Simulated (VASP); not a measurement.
# Mo (Im-3m) in VASP: a series of runs

The runs below take Mo through single point, relaxation of cell and atoms, with LDA.

All numbers are computed with VASP 6.6.1; they aren't measurements. Logs are shortened: lines on timing, memory, paths and dates and some standing lists are left out, and cuts for length are marked.

**1. The cell of the first run**

It takes space group Im-3m (No. 229, cubic). The conventional cell has a = 3.168 Å, b = 3.168 Å, c = 3.168 Å, α = 90.00°, β = 90.00°, γ = 90.00°. Mo (site symmetry m-3m) has 14 Mo at 2.74 to 3.17 Å within 3.6 Å.

**2. Single point, LDA**

The input, INCAR:

```
SYSTEM = Mo
  ALGO = Fast
  EDIFF = 1E-6
  ENCUT = 520
  GGA = CA
  ISIF = 2
  ISMEAR = 0
  LASPH = .TRUE.
  LCHARG = .FALSE.
  LREAL = .FALSE.
  LWAVE = .FALSE.
  NBANDS = 13
  NELM = 60
  PREC = Accurate
  SIGMA = 0.1
```

The input, KPOINTS:

```
k-points
0
G
  8 8 8
  0 0 0
```

The input, POSCAR:

```
Mo
1.0
   -1.5838089700      1.5838089700      1.5838089700
    1.5838089700     -1.5838089700      1.5838089700
    1.5838089700      1.5838089700     -1.5838089700
Mo
1
Direct
    0.0000000000      0.0000000000      0.0000000000
```

Potentials or basis: VASP PAW LDA potentials, release 64 (Mo_sv).

On the command line:

```sh
> cat potpaw_LDA.64/Mo_sv/POTCAR > POTCAR
> mpirun -np 1 vasp_std > vasp.out
```

OUTCAR:

```text
SYSTEM = Mo
   EDIFF = 1E-6
   ENCUT = 520
   GGA = CA
   ISIF = 2
   ISMEAR = 0
   LASPH = .TRUE.
   LREAL = .FALSE.
   NELM = 60
   PREC = Accurate

 ion  position               nearest neighbor table
   1  0.000  0.000  0.000-

  LATTYP: Found a body centered cubic cell.
 ALAT       =     3.1676179400

  Lattice vectors:

 A1 = (  -1.5838089700,   1.5838089700,   1.5838089700)
 A2 = (   1.5838089700,  -1.5838089700,   1.5838089700)
 A3 = (   1.5838089700,   1.5838089700,  -1.5838089700)

Analysis of symmetry for initial positions (statically):
=====================================================================
 Subroutine PRICEL returns:
 Original cell was already a primitive cell.

 Routine SETGRP: Setting up the symmetry group for a
 body centered cubic supercell.

 Subroutine GETGRP returns: Found 48 space group operations
 (whereof 48 operations were pure point group operations)
 out of a pool of 48 trial point group operations.

The static configuration has the point symmetry O_h .

Analysis of symmetry for dynamics (positions and initial velocities):
=====================================================================
 Subroutine PRICEL returns:
 Original cell was already a primitive cell.

 Routine SETGRP: Setting up the symmetry group for a
 body centered cubic supercell.

 Subroutine GETGRP returns: Found 48 space group operations
 (whereof 48 operations were pure point group operations)
 out of a pool of 48 trial point group operations.

The dynamic configuration has the point symmetry O_h .

 Subroutine INISYM returns: Found 48 space group operations
 (whereof 48 operations are pure point group operations),
 and found     1 'primitive' translations

----------------------------------------------------------------------------------------

                                     Primitive cell

  volume of cell :      15.8916

  direct lattice vectors                    reciprocal lattice vectors
    -1.583808970  1.583808970  1.583808970     0.000000000  0.315694638  0.315694638
     1.583808970 -1.583808970  1.583808970     0.315694638  0.000000000  0.315694638
     1.583808970  1.583808970 -1.583808970     0.315694638  0.315694638  0.000000000

  length of vectors
     2.743237606  2.743237606  2.743237606     0.446459639  0.446459639  0.446459639

  position of ions in fractional coordinates (direct lattice)
     0.000000000  0.000000000  0.000000000

  ion indices of the primitive-cell ions
   primitive index   ion index
                 1           1
[... 75 lines left out ...]
   NSW    =      0    number of steps for IOM
   IBRION =     -1    ionic relax: 0-MD 1-quasi-New 2-CG
   NFREE  =      0    steps in history (QN), initial steepest desc. (CG)
   ISIF   =      2    stress and relaxation
   ISYM   =      2    0-nonsym 1-usesym 2-fastsym
   POTIM  = 0.5000    time-step for ionic-motion
   TEBEG  =    0.0;   TEEND  =   0.0 temperature during run
   PSTRESS=    0.0 pullay stress
   NELECT =      14.0000    total number of electrons
   NUPDOWN=      -1.0000    fix difference up-down
   EMIN   =  10.00;   EMAX   =-10.00  energy-range for DOS
   EFERMI =   0.00;   METHOD = LEGACY
   ISMEAR =     0;   SIGMA  =   0.10  broadening in eV -4-tet -1-fermi 0-gaus
   EFERMI_NEDOS =   21; number of points for ismear=-14 and -15
   IALGO  =     68    algorithm
   IMIX   =      4    mixing-type and parameters
     AMIX     =   0.40;   BMIX     =  1.00
     AMIX_MAG =   1.60;   BMIX_MAG =  1.00
  volume/ion in A,a.u.               =      15.89       107.24
  Fermi-wavevector in a.u.,A,eV,Ry     =   1.569380  2.965698 33.510508  2.462953
  Thomas-Fermi vector in A             =   2.671271
   LORBIT       =      0    0 simple, 1 ext, 2 COOP (PROOUT), +10 PAW based schemes
   GGA     = CA    functional components
   LHFCALC =     F    Hartree Fock is set to
   AEXX    =    0.0000 exact exchange contribution
   IVDW    =     0    specifies the selected vdW correction
   LEPSILON=     F    determine dielectric tensor
   LRPA    =     F    only Hartree local field effects (RPA)
 non-spin polarized calculation
 RMM-DIIS sequential band-by-band and
 Gauss-broadening in eV      SIGMA  =   0.10
  energy-cutoff  :      520.00
  volume of cell :       15.89
 maximum number of plane-waves:       439
   NGX = 11   NGY = 11   NGZ = 11

 number of electron      14.0000005 magnetization

 Free energy of the ion-electron system (eV)
  ---------------------------------------------------
  ext. energy  EPLUGINS =         0.00000000
  ---------------------------------------------------
  free energy    TOTEN  =       -12.07735859 eV

  energy without entropy =      -12.07277083  energy(sigma->0) =      -12.07506471

 E-fermi :  12.0730     XC(G=0): -13.5127

 val. band max:       12.0566905110   @ k =  -0.2500   0.2500   0.1250
 cond. band min:      12.1915465158   @ k =   0.3750   0.0000   0.0000
 fundamental gap:      0.1348560047
 Fermi energy:        12.0730117840

 k-point     1 :       0.0000    0.0000    0.0000
  band No.  band energies     occupation
      1     -48.7397      2.00000
      2     -22.2176      2.00000
      3     -22.2176      2.00000
      4     -22.2176      2.00000
      5       5.0257      2.00000
      6      10.8523      2.00000
      7      10.8523      2.00000
      8      10.8523      2.00000
      9      13.7897      0.00000
     10      13.7897      0.00000
     11      27.0021      0.00000
     12      27.0021      0.00000
     13      27.0021      0.00000
[... 354 lines left out ...]
  band No.  band energies     occupation
      1     -48.4292      2.00000
      2     -23.2208      2.00000
      3     -22.8387      2.00000
      4     -22.7155      2.00000
      5       8.3252      2.00000
      6       8.8793      2.00000
      7      11.5840      2.00000
      8      12.3988      0.00000
      9      15.0337      0.00000
     10      17.0645      0.00000
     11      25.7937      0.00000
     12      27.7965      0.00000
     13      28.9177      0.00000

 [... further k-points ...]
[... 5 lines left out ...]
  --------------------------------------------------------------------------------------
  -------------------------------------------------------------------------------------
  Total       -1.2521021     -1.2521021     -1.2521021      0.0000000      0.0000000     -0.0000000
  in kB     -126.2356220   -126.2356220   -126.2356220      0.0000000      0.0000000     -0.0000000
  external PRESSURE =    -126.2356220 kB  Pullay stress =       0.0000000 kB

 VOLUME and BASIS-vectors are now :
 -----------------------------------------------------------------------------
  energy-cutoff  :      520.00
  volume of cell :       15.89
      direct lattice vectors                 reciprocal lattice vectors
    -1.583808970  1.583808970  1.583808970     0.000000000  0.315694638  0.315694638
     1.583808970 -1.583808970  1.583808970     0.315694638  0.000000000  0.315694638
     1.583808970  1.583808970 -1.583808970     0.315694638  0.315694638  0.000000000

 POSITION                                       TOTAL-FORCE (eV/Angst)
 -----------------------------------------------------------------------------------
      0.00000      0.00000      0.00000        -0.000000     -0.000000      0.000000
 -----------------------------------------------------------------------------------
    total drift:                                0.000000     -0.000000      0.000000

  FREE ENERGIE OF THE ION-ELECTRON SYSTEM (eV)
  ---------------------------------------------------
  free  energy   TOTEN  =       -12.0773585876 eV

  energy  without entropy=      -12.0727708292  energy(sigma->0) =      -12.07506471
```

Run time: 5.6 s. Hardware: 1 thread of Intel Xeon Platinum 8375C at 2.90GHz (Ice Lake), shared host; peak memory 0.11 GiB.

What came out:

| Item | Value |
| --- | --- |
| Free energy | -12.0774 eV |
| Pressure | -12.6 GPa |
| Band gap on the k mesh | zero (band 7 reaches 16.11 eV, above the bottom of band 8 at 10.85 eV) |

**3. Single point, LDA**

This run uses another cell than the first one, of 15.07 Å³/atom, 0.949 times its volume.

The input, INCAR:

```
ALGO = Normal ; EDIFF = 1E-6
ENCUT = 520 ; GGA = CA
ISIF = 2 ; ISMEAR = 0
LASPH = True ; LCHARG = False
LREAL = False ; LWAVE = False
NBANDS = 13 ; NELM = 80
PREC = Accurate ; SIGMA = 0.1
```

The input, KPOINTS:

```
k-points
0
Gamma
  8 8 8
```

The input, POSCAR:

```
Mo
1.0
   -1.5561832938      1.5561832938      1.5561832938
    1.5561832938     -1.5561832938      1.5561832938
    1.5561832938      1.5561832938     -1.5561832938
Mo
1
Direct
    0.0000000000      0.0000000000      0.0000000000
```

Potentials or basis: VASP PAW LDA potentials, release 64 (Mo_sv).

On the command line:

```sh
> cat potpaw_LDA.64/Mo_sv/POTCAR > POTCAR
> mpirun -np 1 vasp_std > vasp.out
```

Run time: 5.9 s. Hardware: 1 thread of Intel Xeon Platinum 8375C at 2.90GHz (Ice Lake), shared host; peak memory 0.11 GiB.

It converged, with:

| Item | Value |
| --- | --- |
| Free energy | -12.1071 eV |
| Pressure | 1.3 GPa |
| Band gap on the k mesh | zero (band 7 reaches 17.29 eV, above the bottom of band 8 at 11.62 eV) |

Levels at points of the mesh, in eV from the Fermi level:
| k point | band 4 | band 5 | band 6 | band 7 | band 8 | band 9 | band 10 | band 11 |
| --- | --- | --- | --- | --- | --- | --- | --- | --- |
| (0.00, 0.00, 0.00) | -34.19 | -7.24 | -1.34 | -1.34 | -1.34 | 1.80 | 1.80 | 14.98 |
| (0.50, 0.00, 0.00) | -34.20 | -5.45 | -3.48 | 1.86 | 1.93 | 2.51 | 5.15 | 12.14 |
| (0.50, 0.50, 0.50) | -35.28 | -5.65 | -5.65 | 4.33 | 4.33 | 4.33 | 9.44 | 9.44 |

**4. Relaxation of cell and atoms, LDA**

The input, INCAR:

```
SYSTEM = Mo
PREC = Accurate
ENCUT = 600
EDIFF = 1E-6
ISMEAR = 0
SIGMA = 0.1
LREAL = .FALSE.
LASPH = .TRUE.
NELM = 100
ALGO = Normal
ISIF = 3
LWAVE = .FALSE.
LCHARG = .FALSE.
GGA = CA
IBRION = 2
NSW = 100
EDIFFG = -0.05
```

The input, KPOINTS:

```
Automatic mesh
0
G
  8 8 8
  0 0 0
```

The input, POSCAR:

```
Mo
1.0
   -1.5838089700      1.5838089700      1.5838089700
    1.5838089700     -1.5838089700      1.5838089700
    1.5838089700      1.5838089700     -1.5838089700
Mo
1
Direct
    0.0000000000      0.0000000000      0.0000000000
```

Potentials or basis: VASP PAW LDA potentials, release 64 (Mo_sv).

On the command line:

```sh
> cat potpaw_LDA.64/Mo_sv/POTCAR > POTCAR
> mpirun -np 1 vasp_std > vasp.out
```

OUTCAR:

```text
SYSTEM = Mo
   PREC = Accurate
   ENCUT = 600
   EDIFF = 1E-6
   ISMEAR = 0
   LREAL = .FALSE.
   LASPH = .TRUE.
   NELM = 100
   ISIF = 3
   GGA = CA
   IBRION = 2
   NSW = 100
   EDIFFG = -0.05

 ion  position               nearest neighbor table
   1  0.000  0.000  0.000-

  LATTYP: Found a body centered cubic cell.
 ALAT       =     3.1676179400

  Lattice vectors:

 A1 = (  -1.5838089700,   1.5838089700,   1.5838089700)
 A2 = (   1.5838089700,  -1.5838089700,   1.5838089700)
 A3 = (   1.5838089700,   1.5838089700,  -1.5838089700)

Analysis of symmetry for initial positions (statically):
=====================================================================
 Subroutine PRICEL returns:
[... 286 lines left out ...]
 E-fermi :  12.8750     XC(G=0): -13.7805

 val. band max:       12.8140209262   @ k =  -0.2500   0.2500   0.1250
 cond. band min:      12.9994645685   @ k =  -0.1250   0.1250   0.1250
 fundamental gap:      0.1854436423
 Fermi energy:        12.8750086895

 k-point     1 :       0.0000    0.0000    0.0000
  band No.  band energies     occupation
      1     -47.9579      2.00000
      2     -21.3213      2.00000
      3     -21.3213      2.00000
      4     -21.3213      2.00000
      5       5.6563      2.00000
      6      11.5469      2.00000
      7      11.5469      2.00000
      8      11.5469      2.00000
      9      14.6671      0.00000
     10      14.6671      0.00000
     11      27.8531      0.00000
[... 309 lines left out ...]
 k-point    24 :      -0.3750    0.3750    0.2500
  band No.  band energies     occupation
      1     -47.5822      2.00000
      2     -22.4869      2.00000
      3     -22.0392      2.00000
      4     -21.8987      2.00000
      5       8.8598      2.00000
      6       9.4837      2.00000
      7      12.3254      2.00000
      8      13.1947      0.00001
      9      16.0104      0.00000
     10      18.2031      0.00000
     11      27.2021      0.00000

 [... further k-points ...]
[... 5 lines left out ...]
  --------------------------------------------------------------------------------------
  -------------------------------------------------------------------------------------
  Total       -0.0106499     -0.0106499     -0.0106499      0.0000000      0.0000000     -0.0000000
  in kB       -1.1265763     -1.1265763     -1.1265763      0.0000000      0.0000000     -0.0000000
  external PRESSURE =      -1.1265763 kB  Pullay stress =       0.0000000 kB
[... 16 lines left out ...]
  FREE ENERGIE OF THE ION-ELECTRON SYSTEM (eV)
  ---------------------------------------------------
  free  energy   TOTEN  =       -12.1078761118 eV

  energy  without entropy=      -12.1023897921  energy(sigma->0) =      -12.10513295

 reached required accuracy - stopping structural energy minimisation
```

Run time: 13 s. Hardware: 1 thread of Intel Xeon Platinum 8375C at 2.90GHz (Ice Lake), shared host; peak memory 0.14 GiB.

What came out:

| Quantity | Value |
| --- | --- |
| Free energy | -12.1079 eV |
| Relaxed volume | 15.15 Å³/atom |
| Relaxed cell | a = 2.700 Å, b = 2.700 Å, c = 2.700 Å, α = 109.47°, β = 109.47°, γ = 109.47° |
| Space group after relaxing (to 0.05 Å) | Im-3m (No. 229) |
| Energy gained by relaxing | 30.6 meV/atom |
| Ionic steps | 4 |
| Pressure after relaxing | -0.1 GPa |
| Band gap on the k mesh | zero (band 7 reaches 17.18 eV, above the bottom of band 8 at 11.55 eV) |

The path:
```
step  energy change (eV)  largest force (eV/Å)  pressure (GPa)  volume (Å³)
   1              0.0000                0.0000          -12.53        15.89
   2              0.2432                0.0000           50.45        13.20
   3             -0.0305                0.0000           -0.78        15.18
   4             -0.0306                0.0000           -0.11        15.15
```

Final structure:
```cif
data_structure
_symmetry_space_group_name_H-M 'P 1'
_symmetry_Int_Tables_number 1
_cell_length_a 2.6996
_cell_length_b 2.6996
_cell_length_c 2.6996
_cell_angle_alpha 109.471
_cell_angle_beta 109.471
_cell_angle_gamma 109.471
_cell_volume 15.15
loop_
_atom_site_label
_atom_site_type_symbol
_atom_site_fract_x
_atom_site_fract_y
_atom_site_fract_z
_atom_site_occupancy
Mo1 Mo 0.00000 0.00000 0.00000 1
```

**5. The runs side by side**

| task | cell | cutoff (eV) | gap on the mesh (eV) | pressure (GPa) |
| --- | --- | --- | --- | --- |
| single point | a = 2.743 Å, angles 109.5°, 1 atom | 520 | none | -12.6 |
| single point | a = 2.695 Å, angles 109.5°, 1 atom | 520 | none | 1.3 |
| relaxation of cell and atoms | relaxed from a = 2.743 Å, angles 109.5°, 1 atom | 600 | none | -0.1 |

Alike in all rows: level LDA; potentials or basis VASP PAW LDA potentials, release 64 (Mo_sv); no spin polarisation; k mesh 8 × 8 × 8; smearing gaussian 0.1 eV.

Absolute energies hang on the potentials; compare differences alone.
